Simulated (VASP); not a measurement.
# Ta2N (P-3m1) in VASP: notebook

The runs below take Ta2N through relaxation of shape and atoms at fixed volume, with r2SCAN.

Everything below comes from runs of VASP 6.6.1. Logs are shortened: lines on timing, memory, paths and dates and some standing lists are left out, and cuts for length are marked.

### 1 The cell of the first run

Symmetry: P-3m1, No. 164, trigonal system. Conventional cell: a = 3.007 Å, b = 3.007 Å, c = 4.807 Å, α = 90.00°, β = 90.00°, γ = 120.00°. Within 3.1 Å of Ta (site symmetry 3m) lie 3 N at 2.13 Å and 12 Ta at 2.90 to 3.03 Å. Within 2.8 Å of N (site symmetry -3m) lie 6 Ta at 2.13 Å.

### 2 Relaxation of shape and atoms at fixed volume, r2SCAN (12.55 Å³/atom)

Contents of POSCAR:

```
Ta2N
1.0
    3.0072151628      0.0000000000      0.0000000000
   -1.5036075814      2.6043247257      0.0000000000
    0.0000000000      0.0000000000      4.8066127633
Ta N
2 1
Direct
    0.6666666667      0.3333333333      0.7416665428
    0.3333333333      0.6666666667      0.2583334572
    0.0000000000      0.0000000000      0.0000000000
```

Contents of INCAR.step1:

```
ALGO = Normal
EDIFF = 1E-4
ENCUT = 600
GGA = PE
ISMEAR = 0
LASPH = True
LCHARG = False
LREAL = False
LWAVE = True
NELM = 60
PREC = Accurate
SIGMA = 0.1
```

Contents of INCAR.step2:

```
ALGO = Normal
EDIFF = 1E-7
EDIFFG = -0.01
ENCUT = 600
IBRION = 2
ISIF = 4
ISMEAR = 0
ISTART = 1
LASPH = True
LCHARG = False
LMIXTAU = True
LREAL = False
LWAVE = False
METAGGA = R2SCAN
NELM = 60
NSW = 50
PREC = Accurate
SIGMA = 0.1
```

Contents of KPOINTS:

```
k-points
0
Gamma
  15 15 10
```

Potentials or basis: VASP PAW PBE potentials, release 64 (Ta_pv, N).

Started as:

```
$ cat potpaw_PBE.64/Ta_pv/POTCAR potpaw_PBE.64/N/POTCAR > POTCAR
$ cp INCAR.step1 INCAR
$ mpirun -np 1 vasp_std > vasp.out
$ cp INCAR.step2 INCAR
$ mpirun -np 1 vasp_std > vasp.out
```

OUTCAR:

```text
EDIFF = 1E-7
   EDIFFG = -0.01
   ENCUT = 600
   IBRION = 2
   ISIF = 4
   ISMEAR = 0
   ISTART = 1
   LASPH = True
   LREAL = False
   METAGGA = R2SCAN
   NELM = 60
   NSW = 50
   PREC = Accurate

 ion  position               nearest neighbor table
   1  0.667  0.333  0.742-   3 2.13   3 2.13   3 2.13   2 2.90   2 2.90   2 2.90   2 3.03   2 3.03
                             2 3.03
   2  0.333  0.667  0.258-   3 2.13   3 2.13   3 2.13   1 2.90   1 2.90   1 2.90   1 3.03   1 3.03
                             1 3.03
   3  0.000  0.000  0.000-   1 2.13   2 2.13   1 2.13   2 2.13   1 2.13   2 2.13

  LATTYP: Found a hexagonal cell.
 ALAT       =     3.0072151628
 C/A-ratio  =     1.5983601116

  Lattice vectors:

 A1 = (   3.0072151628,   0.0000000000,   0.0000000000)
 A2 = (  -1.5036075814,   2.6043247257,   0.0000000000)
 A3 = (   0.0000000000,   0.0000000000,   4.8066127633)

Analysis of symmetry for initial positions (statically):
=====================================================================
 Subroutine PRICEL returns:
 Original cell was already a primitive cell.

 Routine SETGRP: Setting up the symmetry group for a
 hexagonal supercell.

 Subroutine GETGRP returns: Found 12 space group operations
 (whereof 12 operations were pure point group operations)
 out of a pool of 24 trial point group operations.

The static configuration has the point symmetry D_3d.

Analysis of symmetry for dynamics (positions and initial velocities):
=====================================================================
 Subroutine PRICEL returns:
 Original cell was already a primitive cell.

 Routine SETGRP: Setting up the symmetry group for a
 hexagonal supercell.

 Subroutine GETGRP returns: Found 12 space group operations
 (whereof 12 operations were pure point group operations)
 out of a pool of 24 trial point group operations.

The dynamic configuration has the point symmetry D_3d.

 Subroutine INISYM returns: Found 12 space group operations
 (whereof 12 operations are pure point group operations),
 and found     1 'primitive' translations

----------------------------------------------------------------------------------------

                                     Primitive cell

  volume of cell :      37.6443

  direct lattice vectors                    reciprocal lattice vectors
     3.007215163  0.000000000  0.000000000     0.332533572  0.191988347  0.000000000
    -1.503607581  2.604324726  0.000000000     0.000000000  0.383976695  0.000000000
     0.000000000  0.000000000  4.806612763     0.000000000  0.000000000  0.208046716

  length of vectors
     3.007215163  3.007215163  4.806612763     0.383976695  0.383976695  0.208046716

  position of ions in fractional coordinates (direct lattice)
     0.666666667  0.333333333  0.741666543
     0.333333333  0.666666667  0.258333457
     0.000000000  0.000000000  0.000000000

  ion indices of the primitive-cell ions
   primitive index   ion index
                 1           1
                 2           2
                 3           3

----------------------------------------------------------------------------------------

 KPOINTS: k-points

Automatic generation of k-mesh.
 Grid dimensions read from file:
 generate k-points for:   15   15   10

 Generating k-lattice:

  Cartesian coordinates                     Fractional coordinates (reciprocal lattice)
     0.022168905  0.012799223  0.000000000     0.066666667 -0.000000000  0.000000000
     0.000000000  0.025598446  0.000000000     0.000000000  0.066666667  0.000000000
     0.000000000  0.000000000  0.020804672     0.000000000  0.000000000  0.100000000

  Length of vectors
     0.025598446  0.025598446  0.020804672

  Shift w.r.t. Gamma in fractional coordinates (k-lattice)
     0.000000000  0.000000000  0.000000000

 Subroutine IBZKPT returns following result:
 ===========================================

 Found    238 irreducible k-points:

 Following reciprocal coordinates:
            Coordinates               Weight
  0.000000  0.000000  0.000000      1.000000
  0.066667 -0.000000  0.000000      6.000000
  0.133333 -0.000000  0.000000      6.000000
  0.200000 -0.000000  0.000000      6.000000
  0.266667 -0.000000  0.000000      6.000000
  0.333333 -0.000000  0.000000      6.000000
[... 16 lines left out ...]
  0.333333  0.200000  0.000000     12.000000
  0.400000  0.200000  0.000000      6.000000
 [... further k-points ...]
   k-points           NKPTS =    238   k-points in BZ     NKDIM =    238   number of bands    NBANDS=     17
   number of dos      NEDOS =    301   number of ions     NIONS =      3
   total plane-waves  NPLWV =  23040
   dimension x,y,z NGX =    24 NGY =   24 NGZ =   40
   dimension x,y,z NGXF=    48 NGYF=   48 NGZF=   80
   ions per type =               2   1
   NGX,Y,Z   is equivalent  to a cutoff of  13.27, 13.27, 13.83 a.u.
   NGXF,Y,Z  is equivalent  to a cutoff of  26.54, 26.54, 27.67 a.u.
 SYSTEM =  unknown system
   PREC   = accura    normal or accurate (medium, high low for compatibility)
   ISTART =      1    job   : 0-new  1-cont  2-samecut
   ICHARG =      0    charge: 1-file 2-atom 10-const
   ISPIN  =      1    spin polarized calculation?
   LNONCOLLINEAR =      F non collinear calculations
   LSORBIT =      F    spin-orbit coupling
   LASPH  =      T    aspherical Exc in radial PAW
   ENCUT  =  600.0 eV  44.10 Ry    6.64 a.u.   6.01  6.01  9.60*2*pi/ulx,y,z
   NELM   =     60;   NELMIN=  2; NELMDL=  0     # of ELM steps
   EDIFF  = 0.1E-06   stopping-criterion for ELM
   LREAL  =      F    real-space projection
   EDIFFG = -.1E-01   stopping-criterion for IOM
   NSW    =     50    number of steps for IOM
   IBRION =      2    ionic relax: 0-MD 1-quasi-New 2-CG
   NFREE  =      1    steps in history (QN), initial steepest desc. (CG)
   ISIF   =      4    stress and relaxation
   ISYM   =      2    0-nonsym 1-usesym 2-fastsym
   POTIM  = 0.5000    time-step for ionic-motion
   TEBEG  =    0.0;   TEEND  =   0.0 temperature during run
   PSTRESS=    0.0 pullay stress
   NELECT =      27.0000    total number of electrons
   NUPDOWN=      -1.0000    fix difference up-down
   EMIN   =  10.00;   EMAX   =-10.00  energy-range for DOS
   EFERMI =   0.00;   METHOD = LEGACY
   ISMEAR =     0;   SIGMA  =   0.10  broadening in eV -4-tet -1-fermi 0-gaus
   EFERMI_NEDOS =   21; number of points for ismear=-14 and -15
   IALGO  =     38    algorithm
   IMIX   =      4    mixing-type and parameters
     AMIX     =   0.40;   BMIX     =  1.00
     AMIX_MAG =   1.60;   BMIX_MAG =  1.00
  volume/ion in A,a.u.               =      12.55        84.68
  Fermi-wavevector in a.u.,A,eV,Ry     =   1.465424  2.769249 29.218051  2.147466
  Thomas-Fermi vector in A             =   2.581282
   LORBIT       =      0    0 simple, 1 ext, 2 COOP (PROOUT), +10 PAW based schemes
   METAGGA = R2SCAN    functional components
   LHFCALC =     F    Hartree Fock is set to
   AEXX    =    0.0000 exact exchange contribution
   IVDW    =     0    specifies the selected vdW correction
   LEPSILON=     F    determine dielectric tensor
   LRPA    =     F    only Hartree local field effects (RPA)
 conjugate gradient relaxation of ions
 non-spin polarized calculation
 Gauss-broadening in eV      SIGMA  =   0.10
  energy-cutoff  :      600.00
  volume of cell :       37.64
 maximum number of plane-waves:      1284
   NGX = 13   NGY = 13   NGZ = 19

--------------------------------------- Ionic step        1  -------------------------------------------

 number of electron      26.9999996 magnetization

 Free energy of the ion-electron system (eV)
  ---------------------------------------------------
  ext. energy  EPLUGINS =         0.00000000
  ---------------------------------------------------
  free energy    TOTEN  =      -108.86919313 eV

  energy without entropy =     -108.86299730  energy(sigma->0) =     -108.86609522

------------------------ aborting loop because EDIFF is reached ----------------------------------------

  FORCE on cell =-STRESS in cart. coord.  units (eV):
  Direction    XX          YY          ZZ          XY          YZ          ZX
  --------------------------------------------------------------------------------------
  -------------------------------------------------------------------------------------
  Total        5.2407571      5.2407571      5.1930840      0.0000000      0.0000000      0.0000000
  in kB      223.0518560    223.0518561    221.0228411      0.0000000      0.0000000      0.0000000
  external PRESSURE =     222.3755177 kB  Pullay stress =       0.0000000 kB

 VOLUME and BASIS-vectors are now :
 -----------------------------------------------------------------------------
  energy-cutoff  :      600.00
  volume of cell :       37.64
      direct lattice vectors                 reciprocal lattice vectors
     3.007215163  0.000000000  0.000000000     0.332533572  0.191988347  0.000000000
    -1.503607581  2.604324726  0.000000000     0.000000000  0.383976695  0.000000000
     0.000000000  0.000000000  4.806612763     0.000000000  0.000000000  0.208046716
[... 112 lines left out ...]
 POSITION                                       TOTAL-FORCE (eV/Angst)
 -----------------------------------------------------------------------------------
      1.50254      0.86749      3.56152        -0.000000     -0.000000      0.002279
     -0.00000      1.73499      1.25190         0.000000      0.000000     -0.002279
      3.00509     -0.00000      0.00000         0.000000      0.000000      0.000000
 -----------------------------------------------------------------------------------
    total drift:                                0.000000      0.000000     -0.000000

  FREE ENERGIE OF THE ION-ELECTRON SYSTEM (eV)
  ---------------------------------------------------
  free  energy   TOTEN  =      -108.8714584961 eV

  energy  without entropy=     -108.8654760655  energy(sigma->0) =     -108.86846728

--------------------------------------- Ionic step        5  -------------------------------------------

 number of electron      26.9999997 magnetization

 Free energy of the ion-electron system (eV)
  ---------------------------------------------------
  ext. energy  EPLUGINS =         0.00000000
  ---------------------------------------------------
  free energy    TOTEN  =      -108.87148037 eV

  energy without entropy =     -108.86554389  energy(sigma->0) =     -108.86851213

 E-fermi :   8.2697     XC(G=0): -14.4156

 val. band max:        8.2677980477   @ k =   0.0667   0.0667   0.0000
 cond. band min:       8.2751011924   @ k =   0.0667   0.0667   0.2000
 fundamental gap:      0.0073031447
 Fermi energy:         8.2697232259

 k-point     1 :       0.0000    0.0000    0.0000
  band No.  band energies     occupation
      1     -28.8158      2.00000
      2     -27.7597      2.00000
      3     -27.7597      2.00000
      4     -27.6092      2.00000
      5     -27.6092      2.00000
      6     -27.5459      2.00000
[... 9 lines left out ...]
     16       8.9233      0.00000
     17       8.9233      0.00000
[... 441 lines left out ...]
 k-point    24 :       0.4000    0.2000    0.0000
  band No.  band energies     occupation
      1     -28.6007      2.00000
      2     -28.3410      2.00000
      3     -28.1896      2.00000
      4     -28.1289      2.00000
      5     -27.9263      2.00000
      6     -27.8878      2.00000
[... 9 lines left out ...]
     16      11.6069      0.00000
     17      12.4121      0.00000

 [... further k-points ...]

------------------------ aborting loop because EDIFF is reached ----------------------------------------

  FORCE on cell =-STRESS in cart. coord.  units (eV):
  Direction    XX          YY          ZZ          XY          YZ          ZX
  --------------------------------------------------------------------------------------
  -------------------------------------------------------------------------------------
  Total        5.1226034      5.1226034      5.1255266      0.0000000      0.0000000      0.0000000
  in kB      218.0231168    218.0231169    218.1475318      0.0000000      0.0000000      0.0000000
  external PRESSURE =     218.0645885 kB  Pullay stress =       0.0000000 kB

 VOLUME and BASIS-vectors are now :
 -----------------------------------------------------------------------------
  energy-cutoff  :      600.00
  volume of cell :       37.64
      direct lattice vectors                 reciprocal lattice vectors
     3.003888969  0.000000000  0.000000000     0.332901785  0.192200935  0.000000000
    -1.501944485  2.601444158 -0.000000000     0.000000000  0.384401870  0.000000000
     0.000000000 -0.000000000  4.817263340     0.000000000  0.000000000  0.207586742

 POSITION                                       TOTAL-FORCE (eV/Angst)
 -----------------------------------------------------------------------------------
      1.50194      0.86715      3.56402        -0.000000     -0.000000      0.005648
     -0.00000      1.73430      1.25324         0.000000      0.000000     -0.005648
     -0.00000     -0.00000      0.00000        -0.000000     -0.000000     -0.000000
 -----------------------------------------------------------------------------------
    total drift:                               -0.000000      0.000000     -0.000000

  FREE ENERGIE OF THE ION-ELECTRON SYSTEM (eV)
  ---------------------------------------------------
  free  energy   TOTEN  =      -108.8714803664 eV

  energy  without entropy=     -108.8655438880  energy(sigma->0) =     -108.86851213

 reached required accuracy - stopping structural energy minimisation
```

It took 41 min on 1 thread of Oxide Virtual Turin-like, shared host; peak memory 0.28 GiB.

Results:

* Free energy: -108.8715 eV
* Energy gained by relaxing: 0.8 meV/atom
* Ionic steps: 5
* Pressure after relaxing: 21.8 GPa
* Largest force after relaxing: 0.006 eV/Å
* Band gap on the k mesh: zero (an odd number of electrons rules out a gap without spin polarisation)

Forces on the atoms (eV/Å):
```
Ta   0.000  0.000  0.006
Ta   0.000  0.000 -0.006
N    0.000  0.000  0.000
```

Step by step:
| step | energy change (eV) | largest force (eV/Å) | pressure (GPa) | volume (Å³) |
| --- | --- | --- | --- | --- |
| 1 | 0.0000 | 0.2648 | 22.24 | 37.64 |
| 2 | -0.0011 | 0.1811 | 21.64 | 37.64 |
| 3 | -0.0021 | 0.0036 | 21.86 | 37.64 |
| 4 | -0.0023 | 0.0023 | 21.82 | 37.64 |
| 5 | -0.0023 | 0.0056 | 21.81 | 37.64 |

Final structure:
```xyz
3
Lattice="3.0039 0.0000 0.0000 -1.5019 2.6014 0.0000 0.0000 0.0000 4.8173" Properties=species:S:1:pos:R:3 pbc="T T T"
Ta    1.5019    0.8671    3.5640
Ta    0.0000    1.7343    1.2532
N     0.0000    0.0000    0.0000
```

Caveat: the PAW data sets were made with another functional, which shifts forces and pressure a little; spin-orbit coupling is left out, which moves the levels of the heavy elements.

### 3 Relaxation of shape and atoms at fixed volume, r2SCAN (14.15 Å³/atom)

This run uses another cell than the first one, of 14.15 Å³/atom.

Contents of POSCAR:

```
Ta2N
1.0
    3.1380078736      0.0000000000      0.0000000000
   -1.5690039368      2.7175945358      0.0000000000
    0.0000000000      0.0000000000      4.9778074584
Ta N
2 1
Direct
    0.6666666667      0.3333333333      0.7446210438
    0.3333333333      0.6666666667      0.2553789562
    0.0000000000      0.0000000000      0.0000000000
```

Contents of INCAR.step1:

```
PREC = Accurate
ENCUT = 600
ISMEAR = 0
SIGMA = 0.1
LREAL = False
LASPH = True
NELM = 80
GGA = PE
ALGO = Normal
EDIFF = 1E-4
LWAVE = True
LCHARG = False
```

Contents of INCAR.step2:

```
PREC = Accurate
ENCUT = 600
EDIFF = 1E-7
ISMEAR = 0
SIGMA = 0.1
LREAL = False
LASPH = True
NELM = 80
ALGO = Normal
ISIF = 4
LWAVE = False
LCHARG = False
METAGGA = R2SCAN
LMIXTAU = True
IBRION = 2
NSW = 50
EDIFFG = -0.01
ISTART = 1
```

Contents of KPOINTS:

```
regular mesh
0
Gamma
  15 15 10
```

Potentials or basis: VASP PAW PBE potentials, release 64 (Ta_pv, N).

Started as:

```
$ cat potpaw_PBE.64/Ta_pv/POTCAR potpaw_PBE.64/N/POTCAR > POTCAR
$ cp INCAR.step1 INCAR
$ mpirun -np 1 vasp_std > vasp.out
$ cp INCAR.step2 INCAR
$ mpirun -np 1 vasp_std > vasp.out
```

It took 72 min on 1 thread of Oxide Virtual Turin-like, shared host; peak memory 0.32 GiB.

It converged, with:

```yaml
Free_energy: -108.9321 eV
Energy_gained_by_relaxing: 0.1 meV/atom
Ionic_steps: 5
Pressure_after_relaxing: -14.1 GPa
Band_gap_on_the_k_mesh: zero (an odd number of electrons rules out a gap without spin polarisation)
```

Stress tensor (GPa, compression positive):
```
-14.07   0.00   0.00
  0.00 -14.07   0.00
  0.00   0.00 -14.16
```

Step by step:
| step | energy change (eV) | largest force (eV/Å) | pressure (GPa) | volume (Å³) |
| --- | --- | --- | --- | --- |
| 1 | 0.0000 | 0.0771 | -14.28 | 42.45 |
| 2 | -0.0003 | 0.0065 | -14.13 | 42.45 |
| 3 | -0.0003 | 0.0068 | -14.11 | 42.45 |
| 4 | -0.0003 | 0.0045 | -14.11 | 42.45 |
| 5 | -0.0004 | 0.0018 | -14.10 | 42.45 |

Final structure:
```cif
data_structure
_symmetry_space_group_name_H-M 'P 1'
_symmetry_Int_Tables_number 1
_cell_length_a 3.1401
_cell_length_b 3.1401
_cell_length_c 4.9710
_cell_angle_alpha 90.000
_cell_angle_beta 90.000
_cell_angle_gamma 120.000
_cell_volume 42.45
loop_
_atom_site_label
_atom_site_type_symbol
_atom_site_fract_x
_atom_site_fract_y
_atom_site_fract_z
_atom_site_occupancy
Ta1 Ta 0.66667 0.33333 0.74554 1
Ta2 Ta 0.33333 0.66667 0.25446 1
N1 N 0.00000 0.00000 0.00000 1
```

Levels at points of the mesh, in eV from the Fermi level:
```csv
k point,band 12,band 13,band 14,band 15,band 16,band 17
"(0.00, 0.00, 0.00)",-0.71,-0.21,-0.21,0.19,0.40,0.40
"(0.00, 0.00, 0.50)",-2.99,-1.00,-1.00,1.67,1.92,2.24
```

Caveat: the PAW data sets were made with another functional, which shifts forces and pressure a little; spin-orbit coupling is left out, which moves the levels of the heavy elements.
